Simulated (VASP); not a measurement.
# PbS (Galena) (Fm-3m) in VASP: further runs, part 2 of 2

VASP 6.6.1. The steps go on from the part before.

### 5 Single point, PBEsol+D3(BJ)

This run uses another cell than the first one, of 24.78 Å³/atom, 0.950 times its volume.

INCAR

```
SYSTEM = PbS
PREC     = Accurate       ! precision mode
ENCUT    = 520            ! plane-wave cutoff, eV
EDIFF    = 1E-6           ! SCF threshold, eV
ISMEAR   = -1             ! smearing method
SIGMA    = 0.05           ! smearing width, eV
LREAL    = .FALSE.        ! projectors in reciprocal space
LASPH    = .TRUE.         ! aspherical terms in the spheres
NELM     = 60             ! most SCF steps
ALGO     = Normal         ! electronic algorithm
ISIF     = 2              ! what is computed and relaxed
LWAVE    = .FALSE.        ! write WAVECAR
LCHARG   = .TRUE.         ! write CHGCAR
GGA      = PS             ! functional
IVDW     = 12             ! dispersion correction
LELF     = .TRUE.         ! ELF
LVHAR    = .TRUE.       
NBANDS   = 17             ! bands
```

KPOINTS

```
Automatic mesh
0
G
  8 8 8
  0 0 0
```

POSCAR

```
PbS
1.0
    0.0000000000      2.9153541860      2.9153541860
    2.9153541860      0.0000000000      2.9153541860
    2.9153541860      2.9153541860      0.0000000000
Pb S
1 1
Direct
    0.0000000000      0.0000000000      0.0000000000
    0.5000000000      0.5000000000      0.5000000000
```

Potentials or basis: VASP PAW PBE potentials, release 64 (Pb_d, S).

Started as:

```sh
$ cat potpaw_PBE.64/Pb_d/POTCAR potpaw_PBE.64/S/POTCAR > POTCAR
$ mpirun -np 1 vasp_std > vasp.out
```

OUTCAR:

```text
SYSTEM = PbS
   PREC = Accurate
   ENCUT = 520
   EDIFF = 1E-6
   ISMEAR = -1
   LREAL = .FALSE.
   LASPH = .TRUE.
   NELM = 60
   ISIF = 2
   GGA = PS
   IVDW = 12
 IVDW          = 12

 ion  position               nearest neighbor table
   1  0.000  0.000  0.000-   2 2.92   2 2.92   2 2.92   2 2.92   2 2.92   2 2.92
   2  0.500  0.500  0.500-   1 2.92   1 2.92   1 2.92   1 2.92   1 2.92   1 2.92

  LATTYP: Found a face centered cubic cell.
 ALAT       =     5.8307083720

  Lattice vectors:

 A1 = (   0.0000000000,   2.9153541860,   2.9153541860)
 A2 = (   2.9153541860,   0.0000000000,   2.9153541860)
 A3 = (   2.9153541860,   2.9153541860,   0.0000000000)

Analysis of symmetry for initial positions (statically):
=====================================================================
 Subroutine PRICEL returns:
 Original cell was already a primitive cell.

 Routine SETGRP: Setting up the symmetry group for a
 face centered cubic supercell.

 Subroutine GETGRP returns: Found 48 space group operations
 (whereof 48 operations were pure point group operations)
 out of a pool of 48 trial point group operations.

The static configuration has the point symmetry O_h .

Analysis of symmetry for dynamics (positions and initial velocities):
=====================================================================
 Subroutine PRICEL returns:
 Original cell was already a primitive cell.

 Routine SETGRP: Setting up the symmetry group for a
 face centered cubic supercell.

 Subroutine GETGRP returns: Found 48 space group operations
 (whereof 48 operations were pure point group operations)
 out of a pool of 48 trial point group operations.

The dynamic configuration has the point symmetry O_h .

 Subroutine INISYM returns: Found 48 space group operations
 (whereof 48 operations are pure point group operations),
 and found     1 'primitive' translations

----------------------------------------------------------------------------------------

                                     Primitive cell

  volume of cell :      49.5569

  direct lattice vectors                    reciprocal lattice vectors
     0.000000000  2.915354186  2.915354186    -0.171505748  0.171505748  0.171505748
     2.915354186  0.000000000  2.915354186     0.171505748 -0.171505748  0.171505748
     2.915354186  2.915354186  0.000000000     0.171505748  0.171505748 -0.171505748

  length of vectors
     4.122933429  4.122933429  4.122933429     0.297056669  0.297056669  0.297056669

  position of ions in fractional coordinates (direct lattice)
     0.000000000  0.000000000  0.000000000
     0.500000000  0.500000000  0.500000000

  ion indices of the primitive-cell ions
   primitive index   ion index
                 1           1
                 2           2

----------------------------------------------------------------------------------------

 KPOINTS: Automatic mesh

Automatic generation of k-mesh.
 Grid dimensions read from file:
 generate k-points for:    8    8    8

 Generating k-lattice:

  Cartesian coordinates                     Fractional coordinates (reciprocal lattice)
    -0.021438218  0.021438218  0.021438218     0.125000000  0.000000000  0.000000000
     0.021438218 -0.021438218  0.021438218     0.000000000  0.125000000  0.000000000
     0.021438218  0.021438218 -0.021438218     0.000000000  0.000000000  0.125000000

  Length of vectors
     0.037132084  0.037132084  0.037132084

  Shift w.r.t. Gamma in fractional coordinates (k-lattice)
     0.000000000  0.000000000  0.000000000

 Subroutine IBZKPT returns following result:
 ===========================================

 Found     29 irreducible k-points:

 Following reciprocal coordinates:
            Coordinates               Weight
  0.000000  0.000000  0.000000      1.000000
  0.125000  0.000000  0.000000      8.000000
  0.250000  0.000000  0.000000      8.000000
  0.375000  0.000000  0.000000      8.000000
  0.500000  0.000000  0.000000      4.000000
  0.125000  0.125000  0.000000      6.000000
[... 16 lines left out ...]
  0.500000  0.250000  0.125000     48.000000
 -0.375000  0.250000  0.125000     24.000000
 [... further k-points ...]
   k-points           NKPTS =     29   k-points in BZ     NKDIM =     29   number of bands    NBANDS=     17
   number of dos      NEDOS =    301   number of ions     NIONS =      2
   total plane-waves  NPLWV =  32768
   dimension x,y,z NGX =    32 NGY =   32 NGZ =   32
   dimension x,y,z NGXF=    64 NGYF=   64 NGZF=   64
   ions per type =               1   1
   NGX,Y,Z   is equivalent  to a cutoff of  12.90, 12.90, 12.90 a.u.
   NGXF,Y,Z  is equivalent  to a cutoff of  25.81, 25.81, 25.81 a.u.
 SYSTEM =  PbS
   PREC   = accura    normal or accurate (medium, high low for compatibility)
   ISTART =      0    job   : 0-new  1-cont  2-samecut
   ICHARG =      2    charge: 1-file 2-atom 10-const
   ISPIN  =      1    spin polarized calculation?
   LNONCOLLINEAR =      F non collinear calculations
   LSORBIT =      F    spin-orbit coupling
   LASPH  =      T    aspherical Exc in radial PAW
   ENCUT  =  520.0 eV  38.22 Ry    6.18 a.u.   7.67  7.67  7.67*2*pi/ulx,y,z
   NELM   =     60;   NELMIN=  2; NELMDL= -5     # of ELM steps
   EDIFF  = 0.1E-05   stopping-criterion for ELM
   LREAL  =      F    real-space projection
   EDIFFG = 0.1E-04   stopping-criterion for IOM
   NSW    =      0    number of steps for IOM
   IBRION =     -1    ionic relax: 0-MD 1-quasi-New 2-CG
   NFREE  =      0    steps in history (QN), initial steepest desc. (CG)
   ISIF   =      2    stress and relaxation
   ISYM   =      2    0-nonsym 1-usesym 2-fastsym
   POTIM  = 0.5000    time-step for ionic-motion
   TEBEG  =    0.0;   TEEND  =   0.0 temperature during run
   PSTRESS=    0.0 pullay stress
   NELECT =      20.0000    total number of electrons
   NUPDOWN=      -1.0000    fix difference up-down
   EMIN   =  10.00;   EMAX   =-10.00  energy-range for DOS
   EFERMI =   0.00;   METHOD = LEGACY
   ISMEAR =    -1;   SIGMA  =   0.05  broadening in eV -4-tet -1-fermi 0-gaus
   EFERMI_NEDOS =   21; number of points for ismear=-14 and -15
   IALGO  =     38    algorithm
   IMIX   =      4    mixing-type and parameters
     AMIX     =   0.40;   BMIX     =  1.00
     AMIX_MAG =   1.60;   BMIX_MAG =  1.00
  volume/ion in A,a.u.               =      24.78       167.21
  Fermi-wavevector in a.u.,A,eV,Ry     =   1.209809  2.286208 19.914004  1.463638
  Thomas-Fermi vector in A             =   2.345375
   LORBIT       =      0    0 simple, 1 ext, 2 COOP (PROOUT), +10 PAW based schemes
   GGA     = PS    functional components
   LHFCALC =     F    Hartree Fock is set to
   AEXX    =    0.0000 exact exchange contribution
   IVDW    =    12    specifies the selected vdW correction
   LEPSILON=     F    determine dielectric tensor
   LRPA    =     F    only Hartree local field effects (RPA)
 non-spin polarized calculation
  energy-cutoff  :      520.00
  volume of cell :       49.56
 maximum number of plane-waves:      1363
   NGX = 15   NGY = 15   NGZ = 15

 number of electron      19.9999999 magnetization

 Free energy of the ion-electron system (eV)
  ---------------------------------------------------
  ext. energy  EPLUGINS =         0.00000000
  ---------------------------------------------------
  free energy    TOTEN  =        -9.44430156 eV

  energy without entropy =       -9.44326635  energy(sigma->0) =       -9.44378395

 E-fermi :   6.4728     XC(G=0): -10.1311

 val. band max:        6.4476210273   @ k =   0.5000   0.0000   0.0000
 cond. band min:       6.4979910161   @ k =   0.5000   0.0000   0.0000
 fundamental gap:      0.0503699888
 Fermi energy:         6.4728067897

 k-point     1 :       0.0000    0.0000    0.0000
  band No.  band energies     occupation
      1     -10.4569      2.00000
      2     -10.4569      2.00000
      3     -10.4569      2.00000
      4     -10.4454      2.00000
      5     -10.4454      2.00000
      6      -7.7061      2.00000
[... 9 lines left out ...]
     16      12.8922      0.00000
     17      14.6674      0.00000
[... 441 lines left out ...]
 k-point    24 :      -0.3750    0.2500    0.1250
  band No.  band energies     occupation
      1     -10.5389      2.00000
      2     -10.4661      2.00000
      3     -10.4398      2.00000
      4     -10.4217      2.00000
      5     -10.3951      2.00000
      6      -6.0266      2.00000
[... 9 lines left out ...]
     16      17.2470      0.00000
     17      17.5199      0.00000

 [... further k-points ...]

------------------------ aborting loop because EDIFF is reached ----------------------------------------

 Edisp (eV)   -0.69332

 E8    (eV) :    -0.4679

  FORCE on cell =-STRESS in cart. coord.  units (eV):
  Direction    XX          YY          ZZ          XY          YZ          ZX
  --------------------------------------------------------------------------------------
  -------------------------------------------------------------------------------------
  Total      -0.01705    -0.01705    -0.01705     0.00000     0.00000     0.00000
  in kB      -0.55133    -0.55133    -0.55133     0.00000     0.00000     0.00000
  external pressure =       -0.55 kB  Pullay stress =        0.00 kB

 VOLUME and BASIS-vectors are now :
 -----------------------------------------------------------------------------
  energy-cutoff  :      520.00
  volume of cell :       49.56
      direct lattice vectors                 reciprocal lattice vectors
     0.000000000  2.915354186  2.915354186    -0.171505748  0.171505748  0.171505748
     2.915354186  0.000000000  2.915354186     0.171505748 -0.171505748  0.171505748
     2.915354186  2.915354186  0.000000000     0.171505748  0.171505748 -0.171505748

 POSITION                                       TOTAL-FORCE (eV/Angst)
 -----------------------------------------------------------------------------------
      0.00000      0.00000      0.00000         0.000000      0.000000     -0.000000
      2.91535      2.91535      2.91535        -0.000000     -0.000000      0.000000
 -----------------------------------------------------------------------------------
    total drift:                                0.000000     -0.000000     -0.000000

  FREE ENERGIE OF THE ION-ELECTRON SYSTEM (eV)
  ---------------------------------------------------
  free  energy   TOTEN  =       -10.1376256141 eV

  energy  without entropy=      -10.1365904036  energy(sigma->0) =      -10.13710801
```

It took 28 s on 1 thread of Intel Xeon 6975P-C, shared host; peak memory 0.19 GiB.

Results:

```
Free energy                : -10.1376 eV
Pressure                   : -0.1 GPa
Band gap on the k mesh     : 0.05 eV, direct
Dispersion energy per atom : -0.347 eV
```

Caveat: the PAW data sets were made with another functional, which shifts forces and pressure a little; spin-orbit coupling is left out, which moves the levels of the heavy elements.

### 6 Single point, PBEsol+D4

This run uses another cell than the first one, of 25.15 Å³/atom, 0.964 times its volume.

INCAR

```
PREC = Accurate
ENCUT = 520
EDIFF = 1E-6
ISMEAR = -1
SIGMA = 0.05
LREAL = False
LASPH = True
NELM = 100
ALGO = Normal
ISIF = 2
LWAVE = False
LCHARG = False
GGA = PS
IVDW = 13
NBANDS = 17
```

KPOINTS

```
regular mesh
0
Gamma
  8 8 8
```

POSCAR

```
PbS
1.0
    0.0000000000      2.9296878776      2.9296878776
    2.9296878776      0.0000000000      2.9296878776
    2.9296878776      2.9296878776      0.0000000000
Pb S
1 1
Direct
    0.0000000000      0.0000000000      0.0000000000
    0.5000000000      0.5000000000      0.5000000000
```

Potentials or basis: VASP PAW PBE potentials, release 64 (Pb_d, S).

Started as:

```sh
$ cat potpaw_PBE.64/Pb_d/POTCAR potpaw_PBE.64/S/POTCAR > POTCAR
$ mpirun -np 1 vasp_std > vasp.out
```

It used 18 s of CPU time on 1 thread of Intel Xeon 6975P-C, with other jobs on the host.

The run converged. Its results:

| Quantity | Value |
| --- | --- |
| Free energy | -9.9061 eV |
| Pressure | -0.1 GPa |
| Band gap on the k mesh | 0.11 eV, direct |
| Dispersion energy per atom | -0.227 eV |

Levels at points of the mesh, in eV from the valence-band top:
```tsv
k point	band 8	band 9	band 10	band 11	band 12	band 13
(0.00, 0.00, 0.00)	-2.40	-2.40	-2.40	5.22	5.22	5.22
(0.50, 0.00, 0.00)	-1.98	-1.98	0.00	0.11	1.76	1.76
(0.50, 0.50, 0.00)	-5.63	-3.76	-3.76	3.51	5.60	5.74
```

Caveat: the PAW data sets were made with another functional, which shifts forces and pressure a little; spin-orbit coupling is left out, which moves the levels of the heavy elements.

### 7 Overview

```tsv
task	level	cell	k mesh	cutoff (eV)	grid for exact exchange (PRECFOCK)	screening parameter	gap on the mesh (eV)	pressure (GPa)
relaxation of cell and atoms	BLYP+D4	relaxed from a = 4.194 Å, angles 60.0°, 2 atoms	8 × 8 × 8	600	-	-	0.75	0.0
single point	HSE06	a = 4.276 Å, angles 60.0°, 2 atoms	4 × 4 × 4	520	Normal	0.2079 1/Å	1.03	-2.1
single point	RPBE+D3(BJ)	a = 3.947 Å, angles 60.0°, 2 atoms	8 × 8 × 8	520	-	-	0.43	-0.1
single point	PBEsol+D3(BJ)	a = 4.123 Å, angles 60.0°, 2 atoms	8 × 8 × 8	520	-	-	0.05	-0.1
single point	PBEsol+D4	a = 4.143 Å, angles 60.0°, 2 atoms	8 × 8 × 8	520	-	-	0.11	-0.1
```

Alike in all rows: potentials or basis VASP PAW PBE potentials, release 64 (Pb_d, S); no spin polarisation; smearing fermi-dirac 0.05 eV.

Caveats: some runs use coarse meshes; the PAW data sets were made with another functional, which shifts forces and pressure a little; spin-orbit coupling is left out, which moves the levels of the heavy elements; the volume moved by +10 % from the deposited cell, more than functionals usually miss (some runs).

Absolute energies hang on the potentials; compare differences alone.
